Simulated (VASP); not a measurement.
# Be3Cd2S (R-3m) in VASP: a series of runs

Be3Cd2S is run at these levels: PBE; tasks: single point, relaxation of cell and atoms.

Program: VASP 6.6.1. These are calculated values, not measurements. Logs are shortened: lines on timing, memory, paths and dates and some standing lists are left out, and cuts for length are marked.

**1. The cell of the first run**

The structure is trigonal, space group R-3m (No. 166). Conventional cell: a = 5.382 Å, b = 5.382 Å, c = 10.409 Å, α = 90.00°, β = 90.00°, γ = 120.00°. Be (site symmetry 2/m) has 2 S at 2.33 Å and 6 Cd at 2.61 to 3.02 Å and 4 Be at 2.69 Å within 3.1 Å. Within 3.4 Å of Cd (site symmetry 3m) lie 9 Be at 2.61 to 3.02 Å and 4 Cd at 2.74 to 3.19 Å and 3 S at 3.13 Å. Within 3.2 Å of S (site symmetry -3m) lie 6 Be at 2.33 Å and 6 Cd at 3.13 Å.

The cell was built from a structure type or drawn by symmetry, and may not be a known phase.

**2. Single point, PBE**

Contents of INCAR:

```
SYSTEM = Be3Cd2S
ALGO = Normal
EDIFF = 1E-7
ENCUT = 520
GGA = PE
ISIF = 2
ISMEAR = 0
LASPH = .TRUE.
LCHARG = .TRUE.
LELF = .TRUE.
LREAL = .FALSE.
LVHAR = .TRUE.
LWAVE = .FALSE.
NBANDS = 27
NELM = 100
PREC = Accurate
SIGMA = 0.1
```

Contents of KPOINTS:

```
k-points
0
G
  6 6 6
  0 0 0
```

Contents of POSCAR:

```
Be3Cd2S
1.0
    2.6909253519      1.5536064763      3.4696977398
   -2.6909253519      1.5536064763      3.4696977398
    0.0000000000     -3.1072129525      3.4696977398
Be Cd S
3 2 1
Direct
    0.0000000000      0.5000000000      0.5000000000
    0.5000000000      0.0000000000      0.5000000000
    0.5000000000      0.5000000000      0.0000000000
    0.1314201703      0.1314201703      0.1314201703
    0.8685798297      0.8685798297      0.8685798297
    0.5000000000      0.5000000000      0.5000000000
```

Potentials or basis: VASP PAW PBE potentials, release 64 (Be, Cd, S).

Command:

```bash
> cat potpaw_PBE.64/Be/POTCAR potpaw_PBE.64/Cd/POTCAR potpaw_PBE.64/S/POTCAR > POTCAR
> mpirun -np 1 vasp_std > vasp.out
```

OUTCAR:

```text
SYSTEM = Be3Cd2S
   EDIFF = 1E-7
   ENCUT = 520
   GGA = PE
   ISIF = 2
   ISMEAR = 0
   LASPH = .TRUE.
   LREAL = .FALSE.
   NELM = 100
   PREC = Accurate

 ion  position               nearest neighbor table
   1  0.000  0.500  0.500-   6 2.33   6 2.33   4 2.61   5 2.61   5 3.02   4 3.02   5 3.02   4 3.02

   2  0.500  0.000  0.500-   6 2.33   6 2.33   4 2.61   5 2.61   5 3.02   4 3.02   4 3.02   5 3.02

   3  0.500  0.500  0.000-   6 2.33   6 2.33   4 2.61   5 2.61   4 3.02   4 3.02   5 3.02   5 3.02

   4  0.131  0.131  0.131-   1 2.61   2 2.61   3 2.61   5 2.74   1 3.02   2 3.02   1 3.02   2 3.02
                             3 3.02   3 3.02   6 3.13   6 3.13   6 3.13   5 3.19   5 3.19   5 3.19
   5  0.869  0.869  0.869-   1 2.61   2 2.61   3 2.61   4 2.74   1 3.02   2 3.02   2 3.02   1 3.02
                             3 3.02   3 3.02   6 3.13   6 3.13   6 3.13   4 3.19   4 3.19   4 3.19
   6  0.500  0.500  0.500-   3 2.33   3 2.33   1 2.33   2 2.33   2 2.33   1 2.33   4 3.13   5 3.13
                             4 3.13   5 3.13   4 3.13   5 3.13

  LATTYP: Found a trigonal (rhomboedric) cell.
 ALAT       =     4.6576361750
 COS(alpha) =     0.3324217574

  Lattice vectors:

 A1 = (   2.6909253519,   1.5536064763,   3.4696977398)
 A2 = (  -2.6909253519,   1.5536064763,   3.4696977398)
 A3 = (   0.0000000000,  -3.1072129525,   3.4696977398)

Analysis of symmetry for initial positions (statically):
=====================================================================
 Subroutine PRICEL returns:
 Original cell was already a primitive cell.

 Routine SETGRP: Setting up the symmetry group for a
 trigonal (rhombohedral) supercell.

 Subroutine GETGRP returns: Found 12 space group operations
 (whereof 12 operations were pure point group operations)
 out of a pool of 12 trial point group operations.

The static configuration has the point symmetry D_3d.

Analysis of symmetry for dynamics (positions and initial velocities):
=====================================================================
 Subroutine PRICEL returns:
 Original cell was already a primitive cell.

 Routine SETGRP: Setting up the symmetry group for a
 trigonal (rhombohedral) supercell.

 Subroutine GETGRP returns: Found 12 space group operations
 (whereof 12 operations were pure point group operations)
 out of a pool of 12 trial point group operations.

The dynamic configuration has the point symmetry D_3d.

 Subroutine INISYM returns: Found 12 space group operations
 (whereof 12 operations are pure point group operations),
 and found     1 'primitive' translations
[... 107 lines left out ...]
   IBRION =     -1    ionic relax: 0-MD 1-quasi-New 2-CG
   NFREE  =      0    steps in history (QN), initial steepest desc. (CG)
   ISIF   =      2    stress and relaxation
   ISYM   =      2    0-nonsym 1-usesym 2-fastsym
   POTIM  = 0.5000    time-step for ionic-motion
   TEBEG  =    0.0;   TEEND  =   0.0 temperature during run
   PSTRESS=    0.0 pullay stress
   NELECT =      36.0000    total number of electrons
   NUPDOWN=      -1.0000    fix difference up-down
   EMIN   =  10.00;   EMAX   =-10.00  energy-range for DOS
   EFERMI =   0.00;   METHOD = LEGACY
   ISMEAR =     0;   SIGMA  =   0.10  broadening in eV -4-tet -1-fermi 0-gaus
   EFERMI_NEDOS =   21; number of points for ismear=-14 and -15
   IALGO  =     38    algorithm
   IMIX   =      4    mixing-type and parameters
     AMIX     =   0.40;   BMIX     =  1.00
     AMIX_MAG =   1.60;   BMIX_MAG =  1.00
  volume/ion in A,a.u.               =      14.51        97.89
  Fermi-wavevector in a.u.,A,eV,Ry     =   1.219777  2.305044 20.243512  1.487856
  Thomas-Fermi vector in A             =   2.355017
   LORBIT       =      0    0 simple, 1 ext, 2 COOP (PROOUT), +10 PAW based schemes
   GGA     = PE    functional components
   LHFCALC =     F    Hartree Fock is set to
   AEXX    =    0.0000 exact exchange contribution
   IVDW    =     0    specifies the selected vdW correction
   LEPSILON=     F    determine dielectric tensor
   LRPA    =     F    only Hartree local field effects (RPA)
 non-spin polarized calculation
 Gauss-broadening in eV      SIGMA  =   0.10
  energy-cutoff  :      520.00
  volume of cell :       87.03
 maximum number of plane-waves:      2356
 NGX is ok and might be reduce to    36
   NGX = 17   NGY = 17   NGZ = 17

 number of electron      35.9999993 magnetization

 Free energy of the ion-electron system (eV)
  ---------------------------------------------------
  ext. energy  EPLUGINS =         0.00000000
  ---------------------------------------------------
  free energy    TOTEN  =       -14.73239662 eV

  energy without entropy =      -14.72558424  energy(sigma->0) =      -14.72899043

 E-fermi :   5.2278     XC(G=0): -10.7553

 val. band max:        5.2107334150   @ k =   0.5000   0.5000   0.3333
 cond. band min:       5.2516529580   @ k =   0.3333   0.1667   0.1667
 fundamental gap:      0.0409195430
 Fermi energy:         5.2277712857

 k-point     1 :       0.0000    0.0000    0.0000
  band No.  band energies     occupation
      1      -9.5689      2.00000
      2      -4.5438      2.00000
      3      -4.3931      2.00000
      4      -4.3931      2.00000
      5      -4.0672      2.00000
      6      -4.0672      2.00000
[... 709 lines left out ...]
     26      11.5565      0.00000
     27      12.2152      0.00000

 [... further k-points ...]

------------------------ aborting loop because EDIFF is reached ----------------------------------------

  FORCE on cell =-STRESS in cart. coord.  units (eV):
  Direction    XX          YY          ZZ          XY          YZ          ZX
  --------------------------------------------------------------------------------------
  -------------------------------------------------------------------------------------
  Total        0.1590128      0.1590128      0.0712955      0.0000000      0.0000000      0.0000000
  in kB        2.9272318      2.9272318      1.3124637      0.0000000      0.0000000      0.0000000
  external PRESSURE =       2.3889758 kB  Pullay stress =       0.0000000 kB

 VOLUME and BASIS-vectors are now :
 -----------------------------------------------------------------------------
  energy-cutoff  :      520.00
  volume of cell :       87.03
      direct lattice vectors                 reciprocal lattice vectors
     2.690925352  1.553606476  3.469697740     0.185809688  0.107277273  0.096069848
    -2.690925352  1.553606476  3.469697740    -0.185809688  0.107277273  0.096069848
     0.000000000 -3.107212952  3.469697740     0.000000000 -0.214554547  0.096069848

 POSITION                                       TOTAL-FORCE (eV/Angst)
 -----------------------------------------------------------------------------------
     -1.34546     -0.77680      3.46970        -0.000000     -0.000000      0.000000
      1.34546     -0.77680      3.46970         0.000000     -0.000000     -0.000000
      0.00000      1.55361      3.46970        -0.000000     -0.000000     -0.000000
      0.00000      0.00000      1.36796        -0.000000      0.000000      0.003907
      0.00000      0.00000      9.04113        -0.000000     -0.000000     -0.003907
      0.00000      0.00000      5.20455        -0.000000     -0.000000      0.000000
 -----------------------------------------------------------------------------------
    total drift:                                0.000000      0.000000      0.000000

  FREE ENERGIE OF THE ION-ELECTRON SYSTEM (eV)
  ---------------------------------------------------
  free  energy   TOTEN  =       -14.7323966249 eV

  energy  without entropy=      -14.7255842357  energy(sigma->0) =      -14.72899043
```

Run time: 97 s. Hardware: 1 thread of Intel Xeon 8259CL, shared host; peak memory 0.24 GiB.

Results:

```yaml
Free_energy: -14.7324 eV
Pressure: 0.2 GPa
Largest_force: 0.004 eV/Å
Band_gap_on_the_k_mesh: zero (bands 18 and 19 overlap by 1.31 eV)
```

Forces on the atoms (eV/Å):
```
Be   0.000  0.000  0.000
Be   0.000  0.000  0.000
Be   0.000  0.000  0.000
Cd   0.000  0.000  0.004
Cd   0.000  0.000 -0.004
S    0.000  0.000  0.000
```

Stress tensor (GPa, compression positive):
```
0.29 0.00 0.00
0.00 0.29 0.00
0.00 0.00 0.13
```

**3. Relaxation of cell and atoms, PBE**

This run uses another cell than the first one, of 16.45 Å³/atom.

Contents of INCAR:

```
  ALGO = Normal
  EDIFF = 1E-6
  EDIFFG = -0.04
  ENCUT = 600
  GGA = PE
  IBRION = 2
  ISIF = 3
  ISMEAR = 0
  LASPH = T
  LCHARG = F
  LREAL = F
  LWAVE = F
  NELM = 100
  NSW = 90
  PREC = Accurate
  SIGMA = 0.1
```

Contents of KPOINTS:

```
k-points
0
Gamma
  6 6 6
```

Contents of POSCAR:

```
Be3Cd2S
1.0
    2.5777351900      1.4882561100      4.2873295300
   -2.5777351900      1.4882561100      4.2873295300
    0.0000000000     -2.9765122200      4.2873295300
Be Cd S
3 2 1
Direct
    0.0000000000      0.5000000000      0.5000000000
    0.5000000000      0.0000000000      0.5000000000
    0.5000000000      0.5000000000      0.0000000000
    0.1247686700      0.1247686700      0.1247686700
    0.8752313300      0.8752313300      0.8752313300
    0.5000000000      0.5000000000      0.5000000000
```

Potentials or basis: VASP PAW PBE potentials, release 64 (Be, Cd, S).

Command:

```bash
> cat potpaw_PBE.64/Be/POTCAR potpaw_PBE.64/Cd/POTCAR potpaw_PBE.64/S/POTCAR > POTCAR
> mpirun -np 1 vasp_std > vasp.out
```

OUTCAR:

```text
EDIFF = 1E-6
   EDIFFG = -0.04
   ENCUT = 600
   GGA = PE
   IBRION = 2
   ISIF = 3
   ISMEAR = 0
   LASPH = T
   LREAL = F
   NELM = 100
   NSW = 90
   PREC = Accurate

 ion  position               nearest neighbor table
   1  0.000  0.500  0.500-   4 3.04   4 3.04   5 3.04   5 3.04   4 3.07   5 3.07
   2  0.500  0.000  0.500-   4 3.04   4 3.04   5 3.04   5 3.04   4 3.07   5 3.07
   3  0.500  0.500  0.000-   4 3.04   4 3.04   5 3.04   5 3.04   4 3.07   5 3.07
   4  0.125  0.125  0.125-   6 3.02   6 3.02   6 3.02   3 3.04   3 3.04   1 3.04   2 3.04   1 3.04
                             2 3.04   2 3.07   1 3.07   3 3.07   5 3.17   5 3.17   5 3.17   5 3.21
   5  0.875  0.875  0.875-   6 3.02   6 3.02   6 3.02   3 3.04   3 3.04   1 3.04   1 3.04   2 3.04
                             2 3.04   1 3.07   2 3.07   3 3.07   4 3.17   4 3.17   4 3.17   4 3.21
   6  0.500  0.500  0.500-   4 3.02   4 3.02   5 3.02   5 3.02   4 3.02   5 3.02

  LATTYP: Found a trigonal (rhomboedric) cell.
 ALAT       =     5.2192738439
 COS(alpha) =     0.5121498644

  Lattice vectors:

 A1 = (   2.5777351900,   1.4882561100,   4.2873295300)
 A2 = (  -2.5777351900,   1.4882561100,   4.2873295300)
 A3 = (   0.0000000000,  -2.9765122200,   4.2873295300)

Analysis of symmetry for initial positions (statically):
=====================================================================
 Subroutine PRICEL returns:
 Original cell was already a primitive cell.

 Routine SETGRP: Setting up the symmetry group for a
 trigonal (rhombohedral) supercell.

 Subroutine GETGRP returns: Found 12 space group operations
 (whereof 12 operations were pure point group operations)
 out of a pool of 12 trial point group operations.

The static configuration has the point symmetry D_3d.

Analysis of symmetry for dynamics (positions and initial velocities):
=====================================================================
 Subroutine PRICEL returns:
 Original cell was already a primitive cell.

 Routine SETGRP: Setting up the symmetry group for a
 trigonal (rhombohedral) supercell.

 Subroutine GETGRP returns: Found 12 space group operations
 (whereof 12 operations were pure point group operations)
 out of a pool of 12 trial point group operations.

[... 143 lines left out ...]
  volume of cell :       98.69
 maximum number of plane-waves:      3317
 NGX is ok and might be reduce to    42
   NGX = 21   NGY = 21   NGZ = 21

--------------------------------------- Ionic step        1  -------------------------------------------

 number of electron      35.9999995 magnetization

 Free energy of the ion-electron system (eV)
  ---------------------------------------------------
  ext. energy  EPLUGINS =         0.00000000
  ---------------------------------------------------
  free energy    TOTEN  =       -13.85071311 eV

  energy without entropy =      -13.83760844  energy(sigma->0) =      -13.84416077

------------------------ aborting loop because EDIFF is reached ----------------------------------------

  FORCE on cell =-STRESS in cart. coord.  units (eV):
  Direction    XX          YY          ZZ          XY          YZ          ZX
  --------------------------------------------------------------------------------------
  -------------------------------------------------------------------------------------
  Total       -3.6514720     -3.6514720     -6.2038781     -0.0000000     -0.0000000      0.0000000
  in kB      -59.2822212    -59.2822216   -100.7209348     -0.0000000     -0.0000000      0.0000000
  external PRESSURE =     -73.0951259 kB  Pullay stress =       0.0000000 kB
[... 101 lines left out ...]
  FREE ENERGIE OF THE ION-ELECTRON SYSTEM (eV)
  ---------------------------------------------------
  free  energy   TOTEN  =       -14.2297067644 eV

  energy  without entropy=      -14.2214896134  energy(sigma->0) =      -14.22559819

[... ionic steps 4 to 12 ...]

--------------------------------------- Ionic step       13  -------------------------------------------

 number of electron      35.9999997 magnetization

 E-fermi :   5.0399     XC(G=0): -10.6751

 val. band max:        4.9968623674   @ k =   0.5000   0.5000   0.3333
 cond. band min:       5.0733943945   @ k =   0.3333   0.1667   0.1667
 fundamental gap:      0.0765320271
 Fermi energy:         5.0399139283

 k-point     1 :       0.0000    0.0000    0.0000
  band No.  band energies     occupation
      1      -9.6384      2.00000
      2      -4.6874      2.00000
      3      -4.5075      2.00000
      4      -4.5075      2.00000
      5      -4.1699      2.00000
      6      -4.1699      2.00000
[... 670 lines left out ...]
--------------------------------------- Ionic step       15  -------------------------------------------

 number of electron      36.0000003 magnetization

 Free energy of the ion-electron system (eV)
  ---------------------------------------------------
  ext. energy  EPLUGINS =         0.00000000
  ---------------------------------------------------
  free energy    TOTEN  =       -14.73369228 eV

  energy without entropy =      -14.72704713  energy(sigma->0) =      -14.73036970

 E-fermi :   5.1891     XC(G=0): -10.7416

 val. band max:        5.1655117070   @ k =   0.5000   0.5000   0.3333
 cond. band min:       5.2179532394   @ k =   0.3333   0.1667   0.1667
 fundamental gap:      0.0524415324
 Fermi energy:         5.1891201403

 k-point     1 :       0.0000    0.0000    0.0000
  band No.  band energies     occupation
      1      -9.5847      2.00000
      2      -4.5688      2.00000
      3      -4.4135      2.00000
      4      -4.4135      2.00000
      5      -4.0833      2.00000
      6      -4.0833      2.00000
[... 624 lines left out ...]
  FREE ENERGIE OF THE ION-ELECTRON SYSTEM (eV)
  ---------------------------------------------------
  free  energy   TOTEN  =       -14.7336922769 eV

  energy  without entropy=      -14.7270471313  energy(sigma->0) =      -14.73036970

 reached required accuracy - stopping structural energy minimisation
```

CONTCAR:

```text
Be3Cd2S
   1.00000000000000
     2.6979298402104144    1.5576505241414420    3.4616387208092529
    -2.6979298402104144    1.5576505241414420    3.4616387208092529
     0.0000000000000000   -3.1153010482828840    3.4616387208092529
  Be              Cd              S
     3     2     1
Direct
     0.0000000000000000    0.5000000000000000    0.5000000000000000
     0.5000000000000000    0.0000000000000000    0.5000000000000000
     0.5000000000000000    0.5000000000000000    0.0000000000000000
     0.1315679417559378    0.1315679417559378    0.1315679417559378
     0.8684320582440621    0.8684320582440621    0.8684320582440621
     0.5000000000000000    0.5000000000000000    0.5000000000000000

  0.00000000E+00  0.00000000E+00  0.00000000E+00
  0.00000000E+00  0.00000000E+00  0.00000000E+00
  0.00000000E+00  0.00000000E+00  0.00000000E+00
  0.00000000E+00  0.00000000E+00  0.00000000E+00
  0.00000000E+00  0.00000000E+00  0.00000000E+00
  0.00000000E+00  0.00000000E+00  0.00000000E+00
```

Run time: 21 min. Hardware: 1 thread of Intel Xeon 8259CL, shared host; peak memory 0.33 GiB.

What came out:

| Property | Result |
| --- | --- |
| Free energy | -14.7337 eV |
| Relaxed volume | 14.55 Å³/atom |
| Relaxed cell | a = 4.657 Å, b = 4.657 Å, c = 4.657 Å, α = 70.81°, β = 70.81°, γ = 70.81° |
| Space group after relaxing (to 0.1 Å) | R-3m (No. 166) |
| Energy gained by relaxing | 147.2 meV/atom |
| Ionic steps | 15 |
| Pressure after relaxing | 0.1 GPa |
| Largest force after relaxing | 0.014 eV/Å |
| Band gap on the k mesh | zero (bands 18 and 19 overlap by 1.32 eV) |

Forces on the atoms (eV/Å):
```
Be   0.000  0.000  0.000
Be   0.000  0.000  0.000
Be   0.000  0.000  0.000
Cd   0.000  0.000  0.014
Cd   0.000  0.000 -0.014
S    0.000  0.000  0.000
```

Step by step:
```tsv
step	energy change (eV)	largest force (eV/Å)	pressure (GPa)	volume (Å³)
1	0.0000	0.4745	-7.31	98.69
2	-0.3596	0.4633	-1.13	88.34
3	-0.3790	0.4399	1.04	85.90
4	-0.4743	0.1246	1.03	85.50
5	-0.5632	0.6788	1.94	84.74
6	-0.5616	1.2183	2.71	84.38
7	-0.5675	0.8768	2.21	84.60
8	-0.6337	1.0978	1.28	85.65
9	-0.6821	1.5763	0.30	87.43
10	-0.7748	1.1070	-0.79	88.41
11	-0.8335	0.0209	-2.66	91.22
12	-0.8480	0.3402	-2.31	90.35
13	-0.8745	0.1911	-0.96	88.59
14	-0.8818	0.0637	0.26	87.13
15	-0.8830	0.0136	0.07	87.28
```

Final structure:
```cif
data_structure
_symmetry_space_group_name_H-M 'P 1'
_symmetry_Int_Tables_number 1
_cell_length_a 4.6570
_cell_length_b 4.6570
_cell_length_c 4.6570
_cell_angle_alpha 70.806
_cell_angle_beta 70.806
_cell_angle_gamma 70.806
_cell_volume 87.28
loop_
_atom_site_label
_atom_site_type_symbol
_atom_site_fract_x
_atom_site_fract_y
_atom_site_fract_z
_atom_site_occupancy
Be1 Be 0.00000 0.50000 0.50000 1
Be2 Be 0.50000 0.00000 0.50000 1
Be3 Be 0.50000 0.50000 0.00000 1
Cd1 Cd 0.13157 0.13157 0.13157 1
Cd2 Cd 0.86843 0.86843 0.86843 1
S1 S 0.50000 0.50000 0.50000 1
```

Levels at points of the mesh, in eV from the Fermi level:
| k point | band 15 | band 16 | band 17 | band 18 | band 19 | band 20 | band 21 | band 22 |
| --- | --- | --- | --- | --- | --- | --- | --- | --- |
| (0.00, 0.00, 0.00) | -5.10 | -1.61 | -0.82 | -0.82 | 0.92 | 1.04 | 1.04 | 2.71 |
| (0.50, 0.00, 0.00) | -4.60 | -1.96 | -1.09 | -0.86 | 0.76 | 1.38 | 1.60 | 2.11 |
| (0.50, 0.50, 0.00) | -5.30 | -3.86 | -1.01 | 0.45 | 1.96 | 2.20 | 2.56 | 2.73 |
| (0.50, 0.50, 0.50) | -4.96 | -2.95 | -2.95 | -2.19 | 0.29 | 1.99 | 2.31 | 2.31 |
